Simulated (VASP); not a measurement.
# Zr12HC12 in VASP: single point with PBE

Aim: the single point of Zr12HC12 with PBE.

Program: VASP 6.6.1. These are calculated values, not measurements. Logs are shortened: lines on timing, memory, paths and dates and some standing lists are left out, and cuts for length are marked.

## 1. The cell of the first run

The cell holds a slab with vacuum, 25 atoms: a = 6.659 Å, b = 6.659 Å, c = 20.114 Å, α = 90.00°, β = 90.00°, γ = 90.00°.

## 2. Single point, PBE

Input file INCAR:

```
SYSTEM = Zr12HC12
PREC = Accurate ; ENCUT = 520
EDIFF = 1E-6 ; ISMEAR = 0
SIGMA = 0.1 ; LREAL = Auto
LASPH = .True. ; NELM = 100
ALGO = Normal ; ISIF = 2
LWAVE = .False. ; LCHARG = .False.
LDIPOL = .True. ; IDIPOL = 3
DIPOL = 0.5 0.5 0.320 ; GGA = PE
NBANDS = 114
```

Input file KPOINTS:

```
regular mesh
0
Gamma
  4 4 1
  0 0 0
```

Input file POSCAR:

```
Zr12HC12
1.0
    6.6589726739      0.0000000000      0.0000000000
    0.0000000000      6.6589726739      0.0000000000
    0.0000000000      0.0000000000     20.1141117803
Zr C H
12 12 1
Direct
    0.0000000000      0.0000000000      0.1988653560
    0.0000000000      0.5000000000      0.1988653560
    0.5000000000      0.0000000000      0.1988653560
    0.5000000000      0.5000000000      0.1988653560
    0.2500000000      0.2500000000      0.3124377509
    0.2500000000      0.7500000000      0.3124377509
    0.7500000000      0.2500000000      0.3124377509
    0.7500000000      0.7500000000      0.3124377509
    0.0000000000      0.0000000000      0.4247693893
    0.0000000000      0.5000000000      0.4247693893
    0.5000000000      0.0000000000      0.4247693893
    0.5000000000      0.5000000000      0.4247693893
    0.2500000000      0.2500000000      0.1988653560
    0.2500000000      0.7500000000      0.1988653560
    0.7500000000      0.2500000000      0.1988653560
    0.7500000000      0.7500000000      0.1988653560
    0.0000000000      0.0000000000      0.3121361490
    0.0000000000      0.5000000000      0.3121361490
    0.5000000000      0.0000000000      0.3121361490
    0.5000000000      0.5000000000      0.3121361490
    0.2500000000      0.2500000000      0.4282621015
    0.2500000000      0.7500000000      0.4282621015
    0.7500000000      0.2500000000      0.4282621015
    0.7500000000      0.7500000000      0.4282621015
    0.3125000000      0.4375000000      0.4891715573
```

Potentials or basis: VASP PAW PBE potentials, release 64 (Zr_sv, C, H).

The run is started by

```sh
$ cat potpaw_PBE.64/Zr_sv/POTCAR potpaw_PBE.64/C/POTCAR potpaw_PBE.64/H/POTCAR > POTCAR
$ mpirun -np 1 vasp_std > vasp.out
```

OUTCAR:

```text
SYSTEM = Zr12HC12
   PREC = Accurate
   ENCUT = 520
   EDIFF = 1E-6
   ISMEAR = 0
   LREAL = Auto
   LASPH = .True.
   NELM = 100
   ISIF = 2
   GGA = PE

 ion  position               nearest neighbor table
   1  0.000  0.000  0.199-  17 2.28  14 2.35  15 2.35  16 2.35  13 2.35   6 3.28   7 3.28   8 3.28
                             5 3.28   3 3.33   2 3.33   2 3.33   3 3.33
   2  0.000  0.500  0.199-  18 2.28  14 2.35  15 2.35  16 2.35  13 2.35   6 3.28   7 3.28   8 3.28
                             5 3.28   4 3.33   1 3.33   1 3.33   4 3.33
   3  0.500  0.000  0.199-  19 2.28  14 2.35  15 2.35  16 2.35  13 2.35   6 3.28   7 3.28   8 3.28
                             5 3.28   4 3.33   1 3.33   4 3.33   1 3.33
   4  0.500  0.500  0.199-  20 2.28  14 2.35  15 2.35  16 2.35  13 2.35   6 3.28   7 3.28   8 3.28
                             5 3.28   3 3.33   2 3.33   3 3.33   2 3.33
   5  0.250  0.250  0.312-  13 2.28  21 2.33  18 2.35  19 2.35  20 2.35  17 2.35  11 3.26  12 3.26
                             9 3.26  10 3.26   3 3.28   4 3.28   1 3.28   2 3.28   6 3.33   7 3.33
   6  0.250  0.750  0.312-  14 2.28  22 2.33  18 2.35  19 2.35  20 2.35  17 2.35  11 3.26  12 3.26
                             9 3.26  10 3.26   3 3.28   4 3.28   1 3.28   2 3.28   5 3.33   8 3.33
   7  0.750  0.250  0.312-  15 2.28  23 2.33  18 2.35  19 2.35  20 2.35  17 2.35  11 3.26  12 3.26
                             9 3.26  10 3.26   3 3.28   4 3.28   1 3.28   2 3.28   5 3.33   8 3.33
   8  0.750  0.750  0.312-  16 2.28  24 2.33  18 2.35  19 2.35  20 2.35  17 2.35  11 3.26  12 3.26
                             9 3.26  10 3.26   3 3.28   4 3.28   1 3.28   2 3.28   6 3.33   7 3.33
   9  0.000  0.000  0.425-  17 2.27  21 2.36  22 2.36  23 2.36  24 2.36   6 3.26   7 3.26   8 3.26
                             5 3.26  11 3.33  10 3.33  10 3.33  11 3.33
  10  0.000  0.500  0.425-  18 2.27  21 2.36  22 2.36  23 2.36  24 2.36   6 3.26   7 3.26   8 3.26
                             5 3.26  12 3.33   9 3.33   9 3.33  12 3.33
  11  0.500  0.000  0.425-  19 2.27  21 2.36  22 2.36  23 2.36  24 2.36   6 3.26   7 3.26   8 3.26
                             5 3.26  12 3.33   9 3.33  12 3.33   9 3.33
  12  0.500  0.500  0.425-  25 1.85  20 2.27  22 2.36  23 2.36  24 2.36  21 2.36   7 3.26   8 3.26
                             5 3.26   6 3.26  10 3.33  11 3.33  11 3.33  10 3.33
  13  0.250  0.250  0.199-   5 2.28   2 2.35   3 2.35   4 2.35   1 2.35
  14  0.250  0.750  0.199-   6 2.28   2 2.35   3 2.35   4 2.35   1 2.35
  15  0.750  0.250  0.199-   7 2.28   2 2.35   3 2.35   4 2.35   1 2.35
  16  0.750  0.750  0.199-   8 2.28   2 2.35   3 2.35   4 2.35   1 2.35
  17  0.000  0.000  0.312-   9 2.27   1 2.28   6 2.35   7 2.35   8 2.35   5 2.35
  18  0.000  0.500  0.312-  10 2.27   2 2.28   6 2.35   7 2.35   8 2.35   5 2.35
  19  0.500  0.000  0.312-  11 2.27   3 2.28   6 2.35   7 2.35   8 2.35   5 2.35
  20  0.500  0.500  0.312-  12 2.27   4 2.28   6 2.35   7 2.35   8 2.35   5 2.35
  21  0.250  0.250  0.428-   5 2.33   9 2.36  10 2.36  11 2.36  12 2.36
  22  0.250  0.750  0.428-   6 2.33   9 2.36  10 2.36  11 2.36  12 2.36
  23  0.750  0.250  0.428-   7 2.33   9 2.36  10 2.36  11 2.36  12 2.36
  24  0.750  0.750  0.428-   8 2.33   9 2.36  10 2.36  11 2.36  12 2.36
  25  0.312  0.438  0.489-  12 1.85

  LATTYP: Found a simple tetragonal cell.
 ALAT       =     6.6589726739
 C/A-ratio  =     3.0206028415

  Lattice vectors:

 A1 = (   6.6589726739,   0.0000000000,   0.0000000000)
 A2 = (   0.0000000000,   6.6589726739,   0.0000000000)
 A3 = (   0.0000000000,   0.0000000000,  20.1141117803)

Analysis of symmetry for initial positions (statically):
=====================================================================
 Subroutine PRICEL returns:
 Original cell was already a primitive cell.

 Routine SETGRP: Setting up the symmetry group for a
 simple tetragonal supercell.

 Subroutine GETGRP returns: Found  1 space group operations
 (whereof  1 operations were pure point group operations)
 out of a pool of 16 trial point group operations.

The static configuration has the point symmetry C_1 .

Analysis of symmetry for dynamics (positions and initial velocities):
=====================================================================
 Subroutine PRICEL returns:
 Original cell was already a primitive cell.

 Routine SETGRP: Setting up the symmetry group for a
 simple tetragonal supercell.

 Subroutine GETGRP returns: Found  1 space group operations
 (whereof  1 operations were pure point group operations)
 out of a pool of 16 trial point group operations.

The dynamic configuration has the point symmetry C_1 .

 Subroutine INISYM returns: Found  1 space group operations
 (whereof  1 operations are pure point group operations),
 and found     1 'primitive' translations

[... 91 lines left out ...]
 ===========================================

 Found     10 irreducible k-points:

 Following reciprocal coordinates:
            Coordinates               Weight
  0.000000  0.000000  0.000000      1.000000
  0.250000  0.000000  0.000000      2.000000
  0.000000  0.250000  0.000000      2.000000
  0.500000  0.000000  0.000000      1.000000
  0.000000  0.500000  0.000000      1.000000
  0.250000  0.250000  0.000000      2.000000
 -0.250000  0.250000  0.000000      2.000000
  0.500000  0.250000  0.000000      2.000000
 -0.250000  0.500000  0.000000      2.000000
  0.500000  0.500000  0.000000      1.000000
   k-points           NKPTS =     10   k-points in BZ     NKDIM =     10   number of bands    NBANDS=    114
   number of dos      NEDOS =    301   number of ions     NIONS =     25
   total plane-waves  NPLWV = 375000
   dimension x,y,z NGX =    50 NGY =   50 NGZ =  150
   dimension x,y,z NGXF=   100 NGYF=  100 NGZF=  300
   ions per type =              12  12   1
   NGX,Y,Z   is equivalent  to a cutoff of  12.48, 12.48, 12.40 a.u.
   NGXF,Y,Z  is equivalent  to a cutoff of  24.97, 24.97, 24.80 a.u.
 SYSTEM =  Zr12HC12
   PREC   = accura    normal or accurate (medium, high low for compatibility)
   ISTART =      0    job   : 0-new  1-cont  2-samecut
   ICHARG =      2    charge: 1-file 2-atom 10-const
   ISPIN  =      1    spin polarized calculation?
   LNONCOLLINEAR =      F non collinear calculations
   LSORBIT =      F    spin-orbit coupling
   LASPH  =      T    aspherical Exc in radial PAW
   ENCUT  =  520.0 eV  38.22 Ry    6.18 a.u.  12.38 12.38 37.40*2*pi/ulx,y,z
   NELM   =    100;   NELMIN=  2; NELMDL= -5     # of ELM steps
   EDIFF  = 0.1E-05   stopping-criterion for ELM
   LREAL  =      T    real-space projection
   EDIFFG = 0.1E-04   stopping-criterion for IOM
   NSW    =      0    number of steps for IOM
   IBRION =     -1    ionic relax: 0-MD 1-quasi-New 2-CG
   NFREE  =      0    steps in history (QN), initial steepest desc. (CG)
   ISIF   =      2    stress and relaxation
   ISYM   =      2    0-nonsym 1-usesym 2-fastsym
   POTIM  = 0.5000    time-step for ionic-motion
   TEBEG  =    0.0;   TEEND  =   0.0 temperature during run
   PSTRESS=    0.0 pullay stress
   NELECT =     193.0000    total number of electrons
   NUPDOWN=      -1.0000    fix difference up-down
   EMIN   =  10.00;   EMAX   =-10.00  energy-range for DOS
   EFERMI =   0.00;   METHOD = LEGACY
   ISMEAR =     0;   SIGMA  =   0.10  broadening in eV -4-tet -1-fermi 0-gaus
   EFERMI_NEDOS =   21; number of points for ismear=-14 and -15
   IALGO  =     38    algorithm
   IMIX   =      4    mixing-type and parameters
     AMIX     =   0.40;   BMIX     =  1.00
     AMIX_MAG =   1.60;   BMIX_MAG =  1.00
  volume/ion in A,a.u.               =      35.68       240.75
  Fermi-wavevector in a.u.,A,eV,Ry     =   0.982854  1.857324 13.143244  0.966001
  Thomas-Fermi vector in A             =   2.113968
   LORBIT       =      0    0 simple, 1 ext, 2 COOP (PROOUT), +10 PAW based schemes
   GGA     = PE    functional components
   LHFCALC =     F    Hartree Fock is set to
   AEXX    =    0.0000 exact exchange contribution
   IVDW    =     0    specifies the selected vdW correction
   LEPSILON=     F    determine dielectric tensor
   LRPA    =     F    only Hartree local field effects (RPA)
 non-spin polarized calculation
 Gauss-broadening in eV      SIGMA  =   0.10
  energy-cutoff  :      520.00
  volume of cell :      891.90
 maximum number of plane-waves:     24115
 NGX is ok and might be reduce to    50
   NGX = 25   NGY = 25   NGZ = 75

 dipolmoment           0.000000      0.000000     -0.711582 electrons x Angstroem

 number of electron     192.9999999 magnetization

 dipolmoment           0.000000      0.000000      0.063413 electrons x Angstroem

 Free energy of the ion-electron system (eV)
  ---------------------------------------------------
  ext. energy  EPLUGINS =         0.00000000
  ---------------------------------------------------
  free energy    TOTEN  =      -226.88722907 eV

  energy without entropy =     -226.84815637  energy(sigma->0) =     -226.86769272

 E-fermi :   0.9828     XC(G=0):  -5.1294

 val. band max:        0.9784938761   @ k =   0.0000   0.2500   0.0000
 cond. band min:       0.9973202956   @ k =   0.0000   0.0000   0.0000
 fundamental gap:      0.0188264195
 Fermi energy:         0.9828106466

 k-point     1 :       0.0000    0.0000    0.0000
  band No.  band energies     occupation
      1     -47.3901      2.00000
      2     -47.3353      2.00000
      3     -47.2969      2.00000
      4     -47.2822      2.00000
      5     -47.2715      2.00000
      6     -47.2515      2.00000
[... 1099 lines left out ...]
    107       3.6898      0.00000
    108       3.7245      0.00000
 [bands above 108 left out]

------------------------ aborting loop because EDIFF is reached ----------------------------------------

 vacuum level on the upper side and lower side of the slab       (xc-potential included)         0.032        -0.188

  FORCE on cell =-STRESS in cart. coord.  units (eV):
  Direction    XX          YY          ZZ          XY          YZ          ZX
  --------------------------------------------------------------------------------------
  -------------------------------------------------------------------------------------
  Total      -10.9801128    -11.8874270     -0.0342663      0.2377021     -1.3549926     -2.3064832
  in kB      -19.7243209    -21.3541909     -0.0615549      0.4270004     -2.4340650     -4.1432921
  external PRESSURE =     -13.7133556 kB  Pullay stress =       0.0000000 kB

 VOLUME and BASIS-vectors are now :
 -----------------------------------------------------------------------------
  energy-cutoff  :      520.00
  volume of cell :      891.90
      direct lattice vectors                 reciprocal lattice vectors
     6.658972674  0.000000000  0.000000000     0.150173315  0.000000000  0.000000000
     0.000000000  6.658972674  0.000000000     0.000000000  0.150173315  0.000000000
     0.000000000  0.000000000 20.114111780     0.000000000  0.000000000  0.049716339

 POSITION                                       TOTAL-FORCE (eV/Angst)
 -----------------------------------------------------------------------------------
      0.00000      0.00000      4.00000         0.046883     -0.009785      0.659214
      0.00000      3.32949      4.00000         0.068215     -0.017267      0.603692
      3.32949      0.00000      4.00000        -0.061225     -0.020533      0.602705
      3.32949      3.32949      4.00000        -0.052259     -0.008942      0.718268
      1.66474      1.66474      6.28441         0.100518      0.185240     -0.179543
      1.66474      4.99423      6.28441         0.019567     -0.064105     -0.007075
[... 17 lines left out ...]
      4.99423      4.99423      8.61411         0.077027      0.004682     -0.042474
      2.08093      2.91330      9.83925        -1.763430     -0.790780      0.028919
 -----------------------------------------------------------------------------------
    total drift:                                0.000269     -0.000073     -0.045393

  FREE ENERGIE OF THE ION-ELECTRON SYSTEM (eV)
  ---------------------------------------------------
  free  energy   TOTEN  =      -226.8872290729 eV

  energy  without entropy=     -226.8481563727  energy(sigma->0) =     -226.86769272

 vacuum level on the upper side and lower side of the slab         4.847         4.588
```

It took 24 min on 1 thread of Intel Xeon 6975P-C (Granite Rapids), shared host; peak memory 1.1 GiB.

Results:

| Property | Result |
| --- | --- |
| Free energy | -226.8872 eV |
| Largest force | 1.933 eV/Å |
| Band gap on the k mesh | zero (an odd number of electrons rules out a gap without spin polarisation) |

Forces in eV/Å, atoms in the order of the input:
```
Zr   0.047 -0.010  0.659
Zr   0.068 -0.017  0.604
Zr  -0.061 -0.021  0.603
Zr  -0.052 -0.009  0.718
Zr   0.101  0.185 -0.180
Zr   0.020 -0.064 -0.007
Zr   0.019 -0.104 -0.029
Zr   0.020  0.122 -0.011
Zr  -0.149 -0.169 -0.066
Zr   0.077  0.245  0.396
Zr   0.156 -0.222 -0.096
Zr   1.426  0.577 -0.630
C    0.011  0.014 -0.606
C    0.014  0.037 -0.645
C    0.011  0.032 -0.628
C    0.009  0.023 -0.589
C   -0.080  0.006  0.046
C   -0.017 -0.021  0.116
C    0.050  0.012  0.057
C   -0.187 -0.079 -0.210
C    0.165 -0.337  0.700
C   -0.007  0.561 -0.094
C    0.049  0.026 -0.094
C    0.077  0.005 -0.042
H   -1.763 -0.791  0.029
```

Levels at points of the mesh, in eV from the Fermi level:
| k point | band 94 | band 95 | band 96 | band 97 | band 98 | band 99 | band 100 | band 101 |
| --- | --- | --- | --- | --- | --- | --- | --- | --- |
| (0.00, 0.00, 0.00) | -0.16 | -0.01 | 0.01 | 0.02 | 0.37 | 0.64 | 0.80 | 0.86 |
| (0.50, 0.00, 0.00) | -1.29 | -1.28 | -1.20 | -0.19 | 0.67 | 1.19 | 1.59 | 1.63 |
| (0.00, 0.50, 0.00) | -1.30 | -1.28 | -1.22 | 0.25 | 0.67 | 0.72 | 1.59 | 1.61 |
| (0.50, 0.50, 0.00) | -0.84 | -0.81 | -0.79 | 0.09 | 0.52 | 0.56 | 0.58 | 1.29 |
